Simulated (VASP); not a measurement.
TiAl3 (lda): single point with LDA

Crystal: TiAl3 (lda).

```
Ti Al
1.0
     3.95567    0.00000    0.00000
     0.00000    3.95567    0.00000
     0.00000    0.00000    3.95567
Ti Al
1 3
Direct
  0.00000 0.00000 0.00000
  0.50000 0.50000 0.00000
  0.50000 0.00000 0.50000
  0.00000 0.50000 0.50000
```

```json
{
  "Program": "VASP 6.6.1",
  "Task": "single point",
  "Functional": "LDA",
  "Potentials or basis": "VASP PAW LDA potentials, release 64 (Ti_sv, Al)",
  "Cutoff": "520 eV",
  "k mesh": "4 × 4 × 4",
  "Occupations": "gaussian, width 0.1 eV",
  "Spin": "no spin polarisation",
  "Dipole correction": "no",
  "Further INCAR settings": "ALGO = Fast; EDIFF = 1e-06; NBANDS = 18"
}
```

```yaml
Pressure: -3.5 GPa
```

Levels at points of the mesh, in eV from the Fermi level:
| k point | band 6 | band 7 | band 8 | band 9 | band 10 | band 11 | band 12 | band 13 | band 14 | band 15 |
| --- | --- | --- | --- | --- | --- | --- | --- | --- | --- | --- |
| (0.00, 0.00, 0.00) | -3.27 | -3.27 | -2.29 | -2.29 | -2.29 | -0.01 | -0.01 | -0.01 | 0.61 | 3.84 |
| (0.50, 0.00, 0.00) | -8.12 | -2.41 | -2.41 | -2.35 | 0.23 | 0.61 | 0.61 | 0.74 | 0.91 | 1.09 |
| (0.50, 0.50, 0.00) | -6.27 | -6.27 | -5.16 | -1.42 | -1.42 | 0.47 | 0.68 | 0.93 | 0.96 | 3.41 |
| (0.50, 0.50, 0.50) | -5.32 | -5.32 | -5.10 | -3.61 | -3.61 | -3.61 | 0.06 | 0.99 | 0.99 | 2.60 |

It took 14 s on 1 thread of Intel Xeon 6975P-C (shared host), peak memory 0.15 GiB.

Caveat: the k points lie up to 0.40 Å⁻¹ apart.
